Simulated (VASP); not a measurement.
# K8Zn9F24 (a cell with a defect) in VASP: single point with PBEsol

Aim: the single point of K8Zn9F24 (a cell with a defect) with PBEsol.

Everything below comes from runs of VASP 6.6.1. Logs are shortened: lines on timing, memory, paths and dates and some standing lists are left out, and cuts for length are marked.

**1. The cell of the first run**

The cell holds a defect, 41 atoms: a = 8.105 Å, b = 8.105 Å, c = 8.105 Å, α = 90.00°, β = 90.00°, γ = 90.00°.

**2. Single point, PBEsol**

Contents of INCAR:

```
SYSTEM = K8Zn9F24
PREC = Accurate
ENCUT = 520
EDIFF = 1E-7
ISMEAR = -1
SIGMA = 0.05
LREAL = Auto
LASPH = .True.
NELM = 100
ALGO = Normal
ISIF = 2
LWAVE = .False.
LCHARG = .True.
GGA = PS
LELF = .True.
LVHAR = .True.
ISYM = 0
NBANDS = 200
```

Contents of KPOINTS:

```
Automatic mesh
0
Gamma
  1 1 1
  0.25 0.25 0.25
```

Contents of POSCAR:

```
K8Zn9F24
1.0
    8.1045260000      0.0000000000      0.0000000000
    0.0000000000      8.1045260000      0.0000000000
    0.0000000000      0.0000000000      8.1045260000
K Zn F
8 9 24
Direct
    0.9890840000      0.0000070000      0.9946950000
    0.9994050000      0.9975620000      0.4973990000
    0.9914170000      0.5101140000      0.9924220000
    0.0006890000      0.5127080000      0.4963750000
    0.4933050000      0.9977350000      0.9908530000
    0.5271150000      0.9538790000      0.5229150000
    0.4927800000      0.5135400000      0.9933790000
    0.5251620000      0.5586890000      0.5303060000
    0.1970060000      0.2533150000      0.2138420000
    0.2550590000      0.2557010000      0.7120610000
    0.2493100000      0.7545660000      0.2482510000
    0.2495110000      0.7562520000      0.7525890000
    0.7186860000      0.2568180000      0.2555110000
    0.7469450000      0.2555920000      0.7559880000
    0.7557840000      0.7544610000      0.2503930000
    0.7597160000      0.7559110000      0.7605420000
    0.3913360000      0.2580230000      0.4417820000
    0.2147550000      0.2536440000      0.9769460000
    0.2546700000      0.7556820000      0.0011990000
    0.2574090000      0.7545140000      0.4990180000
    0.7611780000      0.2540460000      0.0088690000
    0.6834110000      0.2548190000      0.5105440000
    0.7492350000      0.7569860000      0.0023260000
    0.7666480000      0.7537650000      0.5103470000
    0.9706510000      0.2539610000      0.2935040000
    0.9938860000      0.2564120000      0.7145580000
    0.0062270000      0.7551260000      0.2521500000
    0.0036910000      0.7556490000      0.7569320000
    0.4955690000      0.1157160000      0.2693840000
    0.5022860000      0.2565850000      0.7922440000
    0.4983470000      0.7556130000      0.2564530000
    0.5051010000      0.7575730000      0.7663430000
    0.2041190000      0.0103020000      0.2354080000
    0.2511520000      0.0013850000      0.7445460000
    0.2070660000      0.4973780000      0.2332490000
    0.2510870000      0.5105420000      0.7467730000
    0.7775690000      0.9959790000      0.2562550000
    0.7543170000      0.0049070000      0.7535010000
    0.7842790000      0.5141210000      0.2505040000
    0.7534350000      0.5065300000      0.7561800000
    0.5027120000      0.4025990000      0.2761960000
```

Potentials or basis: VASP PAW PBE potentials, release 64 (K_sv, Zn, F).

Launch:

```sh
$ cat potpaw_PBE.64/K_sv/POTCAR potpaw_PBE.64/Zn/POTCAR potpaw_PBE.64/F/POTCAR > POTCAR
$ mpirun -np 1 vasp_std > vasp.out
```

OUTCAR:

```text
SYSTEM = K8Zn9F24
   PREC = Accurate
   ENCUT = 520
   EDIFF = 1E-7
   ISMEAR = -1
   LREAL = Auto
   LASPH = .True.
   NELM = 100
   ISIF = 2
   GGA = PS
   ISYM = 0

 ion  position               nearest neighbor table
   1  0.989  0.000  0.995-  33 2.62  37 2.73  38 2.73  18 2.76  28 2.77  23 2.77  21 2.77   9 3.20
                            16 3.31
   2  0.999  0.998  0.497-  37 2.66  25 2.67  33 2.70  24 2.73  26 2.74  27 2.80  10 3.42
   3  0.991  0.510  0.992-  35 2.62  39 2.68  40 2.72  28 2.76  18 2.76  21 2.79  23 2.80   9 3.21
                            16 3.32
   4  0.001  0.513  0.496-  39 2.65  25 2.68  35 2.71  24 2.73  26 2.73  27 2.79  20 2.86  10 3.41
                            15 3.43
   5  0.493  0.998  0.991-  29 2.45  30 2.65  32 2.67  19 2.76  34 2.80  23 2.85  12 3.39
   6  0.527  0.954  0.523-  29 2.45  24 2.53  32 2.54  38 2.66  31 2.70  20 2.73  22 2.75  17 2.78
                            16 3.14   8 3.20  15 3.31  12 3.33
   7  0.493  0.514  0.993-  41 2.46  30 2.65  32 2.70  19 2.75  36 2.80  40 2.86  12 3.40   8 3.78

   8  0.525  0.559  0.530-  41 2.42  32 2.51  24 2.52  40 2.64  20 2.70  31 2.74  17 2.76  22 2.78
                            36 2.86  16 3.11   6 3.20  12 3.29  15 3.34   7 3.78
   9  0.197  0.253  0.214-  18 1.93  25 1.94  33 1.98  35 1.99  17 2.43   1 3.20   3 3.21
  10  0.255  0.256  0.712-  34 2.08  36 2.08  30 2.11  26 2.12  18 2.17  17 2.45   4 3.41   2 3.42

  11  0.249  0.755  0.248-  27 1.97  19 2.00  31 2.02  20 2.03  33 2.11  35 2.12
  12  0.250  0.756  0.753-  34 1.99  36 1.99  28 1.99  19 2.02  20 2.06  32 2.07   8 3.29   6 3.33
                             5 3.39   7 3.40
  13  0.719  0.257  0.256-  21 2.03  25 2.07  22 2.09  41 2.12  29 2.14  39 2.15  37 2.17
  14  0.747  0.256  0.756-  30 2.00  26 2.03  38 2.03  40 2.03  21 2.05  22 2.05
  15  0.756  0.754  0.250-  39 1.96  37 1.97  23 2.01  27 2.03  31 2.09  24 2.11   6 3.31   8 3.34
                             4 3.43
  16  0.760  0.756  0.761-  23 1.96  28 1.98  38 2.02  40 2.02  24 2.03  32 2.06   8 3.11   6 3.14
                             1 3.31   3 3.32
  17  0.391  0.258  0.442-  41 2.00  29 2.00   9 2.43  22 2.43  10 2.45   8 2.76   6 2.78
  18  0.215  0.254  0.977-   9 1.93  10 2.17   1 2.76   3 2.76
  19  0.255  0.756  0.001-  11 2.00  12 2.02   7 2.75   5 2.76
  20  0.257  0.755  0.499-  11 2.03  12 2.06   8 2.70   6 2.73   4 2.86
  21  0.761  0.254  0.009-  13 2.03  14 2.05   1 2.77   3 2.79
  22  0.683  0.255  0.511-  14 2.05  13 2.09  17 2.43   6 2.75   8 2.78
  23  0.749  0.757  0.002-  16 1.96  15 2.01   1 2.77   3 2.80   5 2.85
  24  0.767  0.754  0.510-  16 2.03  15 2.11   8 2.52   6 2.53   4 2.73   2 2.73
  25  0.971  0.254  0.294-   9 1.94  13 2.07   2 2.67   4 2.68
  26  0.994  0.256  0.715-  14 2.03  10 2.12   4 2.73   2 2.74
  27  0.006  0.755  0.252-  11 1.97  15 2.03   4 2.79   2 2.80
  28  0.004  0.756  0.757-  16 1.98  12 1.99   3 2.76   1 2.77
  29  0.496  0.116  0.269-  17 2.00  13 2.14   6 2.45   5 2.45
  30  0.502  0.257  0.792-  14 2.00  10 2.11   5 2.65   7 2.65
  31  0.498  0.756  0.256-  11 2.02  15 2.09   6 2.70   8 2.74
  32  0.505  0.758  0.766-  16 2.06  12 2.07   8 2.51   6 2.54   5 2.67   7 2.70
  33  0.204  0.010  0.235-   9 1.98  11 2.11   1 2.62   2 2.70
  34  0.251  0.001  0.745-  12 1.99  10 2.08   5 2.80
  35  0.207  0.497  0.233-   9 1.99  11 2.12   3 2.62   4 2.71
  36  0.251  0.511  0.747-  12 1.99  10 2.08   7 2.80   8 2.86
  37  0.778  0.996  0.256-  15 1.97  13 2.17   2 2.66   1 2.73
  38  0.754  0.005  0.754-  16 2.02  14 2.03   6 2.66   1 2.73
  39  0.784  0.514  0.251-  15 1.96  13 2.15   4 2.65   3 2.68
  40  0.753  0.507  0.756-  16 2.02  14 2.03   8 2.64   3 2.72   7 2.86
  41  0.503  0.403  0.276-  17 2.00  13 2.12   8 2.42   7 2.46

IMPORTANT INFORMATION: All symmetrisations will be switched off!
NOSYMM: (Re-)initialisation of all symmetry stuff for point group C_1.

----------------------------------------------------------------------------------------

                                     Primitive cell

  volume of cell :     532.3324

  direct lattice vectors                    reciprocal lattice vectors
     8.104526000  0.000000000  0.000000000     0.123387845  0.000000000  0.000000000
     0.000000000  8.104526000  0.000000000     0.000000000  0.123387845  0.000000000
     0.000000000  0.000000000  8.104526000     0.000000000  0.000000000  0.123387845

  length of vectors
     8.104526000  8.104526000  8.104526000     0.123387845  0.123387845  0.123387845

  position of ions in fractional coordinates (direct lattice)
     0.989084000  0.000007000  0.994695000
     0.999405000  0.997562000  0.497399000
     0.991417000  0.510114000  0.992422000
     0.000689000  0.512708000  0.496375000
     0.493305000  0.997735000  0.990853000
     0.527115000  0.953879000  0.522915000
[... 33 lines left out ...]
     0.753435000  0.506530000  0.756180000
     0.502712000  0.402599000  0.276196000

  ion indices of the primitive-cell ions
   primitive index   ion index
                 1           1
                 2           2
                 3           3
                 4           4
                 5           5
                 6           6
[... 33 lines left out ...]
                40          40
                41          41

----------------------------------------------------------------------------------------

 KPOINTS: Automatic mesh

Automatic generation of k-mesh.
 Grid dimensions read from file:
 generate k-points for:    1    1    1

 Generating k-lattice:

  Cartesian coordinates                     Fractional coordinates (reciprocal lattice)
     0.123387845  0.000000000  0.000000000     1.000000000  0.000000000  0.000000000
     0.000000000  0.123387845  0.000000000     0.000000000  1.000000000  0.000000000
     0.000000000  0.000000000  0.123387845     0.000000000  0.000000000  1.000000000

  Length of vectors
     0.123387845  0.123387845  0.123387845

  Shift w.r.t. Gamma in fractional coordinates (k-lattice)
     0.250000000  0.250000000  0.250000000

 Subroutine IBZKPT returns following result:
 ===========================================

 Found      4 irreducible k-points:

 Following reciprocal coordinates:
            Coordinates               Weight
  0.250000  0.250000  0.250000      2.000000
 -0.250000  0.250000  0.250000      2.000000
 -0.250000 -0.250000  0.250000      2.000000
  0.250000 -0.250000  0.250000      2.000000
   k-points           NKPTS =      4   k-points in BZ     NKDIM =      4   number of bands    NBANDS=    200
   number of dos      NEDOS =    301   number of ions     NIONS =     41
   total plane-waves  NPLWV = 216000
   dimension x,y,z NGX =    60 NGY =   60 NGZ =   60
   dimension x,y,z NGXF=   120 NGYF=  120 NGZF=  120
   ions per type =               8   9  24
   NGX,Y,Z   is equivalent  to a cutoff of  12.31, 12.31, 12.31 a.u.
   NGXF,Y,Z  is equivalent  to a cutoff of  24.62, 24.62, 24.62 a.u.
 SYSTEM =  K8Zn9F24
   PREC   = accura    normal or accurate (medium, high low for compatibility)
   ISTART =      0    job   : 0-new  1-cont  2-samecut
   ICHARG =      2    charge: 1-file 2-atom 10-const
   ISPIN  =      1    spin polarized calculation?
   LNONCOLLINEAR =      F non collinear calculations
   LSORBIT =      F    spin-orbit coupling
   LASPH  =      T    aspherical Exc in radial PAW
   ENCUT  =  520.0 eV  38.22 Ry    6.18 a.u.  15.07 15.07 15.07*2*pi/ulx,y,z
   NELM   =    100;   NELMIN=  2; NELMDL= -5     # of ELM steps
   EDIFF  = 0.1E-06   stopping-criterion for ELM
   LREAL  =      T    real-space projection
   EDIFFG = 0.1E-05   stopping-criterion for IOM
   NSW    =      0    number of steps for IOM
   IBRION =     -1    ionic relax: 0-MD 1-quasi-New 2-CG
   NFREE  =      0    steps in history (QN), initial steepest desc. (CG)
   ISIF   =      2    stress and relaxation
   ISYM   =      0    0-nonsym 1-usesym 2-fastsym
   POTIM  = 0.5000    time-step for ionic-motion
   TEBEG  =    0.0;   TEEND  =   0.0 temperature during run
   PSTRESS=    0.0 pullay stress
   NELECT =     348.0000    total number of electrons
   NUPDOWN=      -1.0000    fix difference up-down
   EMIN   =  10.00;   EMAX   =-10.00  energy-range for DOS
   EFERMI =   0.00;   METHOD = LEGACY
   ISMEAR =    -1;   SIGMA  =   0.05  broadening in eV -4-tet -1-fermi 0-gaus
   EFERMI_NEDOS =   21; number of points for ismear=-14 and -15
   IALGO  =     38    algorithm
   IMIX   =      4    mixing-type and parameters
     AMIX     =   0.40;   BMIX     =  1.00
     AMIX_MAG =   1.60;   BMIX_MAG =  1.00
  volume/ion in A,a.u.               =      12.98        87.62
  Fermi-wavevector in a.u.,A,eV,Ry     =   1.420824  2.684968 27.466638  2.018741
  Thomas-Fermi vector in A             =   2.541699
   LORBIT       =      0    0 simple, 1 ext, 2 COOP (PROOUT), +10 PAW based schemes
   GGA     = PS    functional components
   LHFCALC =     F    Hartree Fock is set to
   AEXX    =    0.0000 exact exchange contribution
   IVDW    =     0    specifies the selected vdW correction
   LEPSILON=     F    determine dielectric tensor
   LRPA    =     F    only Hartree local field effects (RPA)
 non-spin polarized calculation
  energy-cutoff  :      520.00
  volume of cell :      532.33
 maximum number of plane-waves:     14330
   NGX = 31   NGY = 31   NGZ = 31

 number of electron     348.0000008 magnetization

 Free energy of the ion-electron system (eV)
  ---------------------------------------------------
  ext. energy  EPLUGINS =         0.00000000
  ---------------------------------------------------
  free energy    TOTEN  =      -167.79391558 eV

  energy without entropy =     -167.79391558  energy(sigma->0) =     -167.79391558

 E-fermi :   1.6733     XC(G=0): -10.3376

 val. band max:        0.3871247351   @ k =  -0.2500  -0.2500   0.2500
 cond. band min:       3.3209035569   @ k =   0.2500  -0.2500   0.2500
 fundamental gap:      2.9337788219
 Fermi energy:         1.6732887227

 k-point     1 :       0.2500    0.2500    0.2500
  band No.  band energies     occupation
      1     -27.6991      2.00000
      2     -27.6104      2.00000
      3     -27.4556      2.00000
      4     -27.4301      2.00000
      5     -27.3959      2.00000
      6     -27.3728      2.00000
[... 745 lines left out ...]
    185       7.6663      0.00000
    186       7.9603      0.00000
 [bands above 186 left out]

------------------------ aborting loop because EDIFF is reached ----------------------------------------

  FORCE on cell =-STRESS in cart. coord.  units (eV):
  Direction    XX          YY          ZZ          XY          YZ          ZX
  --------------------------------------------------------------------------------------
  -------------------------------------------------------------------------------------
  Total       10.2688520     14.7419133      8.3253618      0.3274459      0.3444932      4.1042100
  in kB       30.9064851     44.3691976     25.0571018      0.9855240      1.0368319     12.3525692
  external PRESSURE =      33.4442615 kB  Pullay stress =       0.0000000 kB

 VOLUME and BASIS-vectors are now :
 -----------------------------------------------------------------------------
  energy-cutoff  :      520.00
  volume of cell :      532.33
      direct lattice vectors                 reciprocal lattice vectors
     8.104526000  0.000000000  0.000000000     0.123387845  0.000000000  0.000000000
     0.000000000  8.104526000  0.000000000     0.000000000  0.123387845  0.000000000
     0.000000000  0.000000000  8.104526000     0.000000000  0.000000000  0.123387845

 POSITION                                       TOTAL-FORCE (eV/Angst)
 -----------------------------------------------------------------------------------
      8.01606      0.00006      8.06153         0.002640     -0.001675     -0.005033
      8.09970      8.08477      4.03118         0.000724     -0.017577     -0.003405
      8.03496      4.13423      8.04311        -0.001578     -0.000608      0.000124
      0.00558      4.15526      4.02288        -0.002074     -0.000384      0.004061
      3.99800      8.08617      8.03039        -0.000651     -0.011536      0.001352
      4.27202      7.73074      4.23798        -0.011512     -0.004338      0.015615
[... 33 lines left out ...]
      6.10623      4.10519      6.12848         0.003518     -0.001553     -0.004124
      4.07424      3.26287      2.23844        -0.007265      0.052272     -0.045844
 -----------------------------------------------------------------------------------
    total drift:                               -0.009271     -0.008720     -0.010396

  FREE ENERGIE OF THE ION-ELECTRON SYSTEM (eV)
  ---------------------------------------------------
  free  energy   TOTEN  =      -167.7939155770 eV

  energy  without entropy=     -167.7939155770  energy(sigma->0) =     -167.79391558
```

Run time: 32 min. Hardware: 1 thread of Oxide Virtual Turin-like, shared host; peak memory 0.61 GiB.

What came out:

```yaml
Free_energy: -167.7939 eV
Pressure: 3.3 GPa
Largest_force: 0.135 eV/Å
Band_gap_on_the_k_mesh: 2.93 eV
```

Forces in eV/Å, atoms in the order of the input:
```
K    0.003 -0.002 -0.005
K    0.001 -0.018 -0.003
K   -0.002 -0.001  0.000
K   -0.002  0.000  0.004
K   -0.001 -0.012  0.001
K   -0.012 -0.004  0.016
K   -0.001  0.013 -0.007
K   -0.005 -0.011  0.014
Zn   0.059  0.003  0.066
Zn   0.007  0.002 -0.039
Zn   0.028  0.002  0.008
Zn   0.015 -0.003 -0.009
Zn   0.039 -0.014 -0.010
Zn   0.027  0.004 -0.001
Zn  -0.030  0.006  0.012
Zn  -0.024 -0.004 -0.013
Zn  -0.085  0.001  0.104
F    0.019  0.007 -0.081
F    0.002  0.003 -0.013
F    0.001  0.002  0.006
F    0.000 -0.002  0.017
F   -0.018  0.005 -0.021
F   -0.010 -0.001  0.023
F    0.016  0.002 -0.025
F   -0.053  0.001  0.011
F    0.034  0.001  0.003
F   -0.026  0.001  0.010
F    0.015  0.005 -0.009
F    0.002 -0.037 -0.043
F   -0.053  0.005  0.003
F    0.018  0.001  0.000
F   -0.005  0.003  0.015
F    0.020 -0.043  0.006
F   -0.005  0.036 -0.001
F    0.007  0.032  0.003
F    0.007 -0.037  0.003
F    0.009  0.071  0.005
F    0.002  0.008 -0.006
F    0.005 -0.075  0.006
F    0.004 -0.002 -0.004
F   -0.007  0.052 -0.046
```

Caveat: the PAW data sets were made with another functional, which shifts forces and pressure a little.
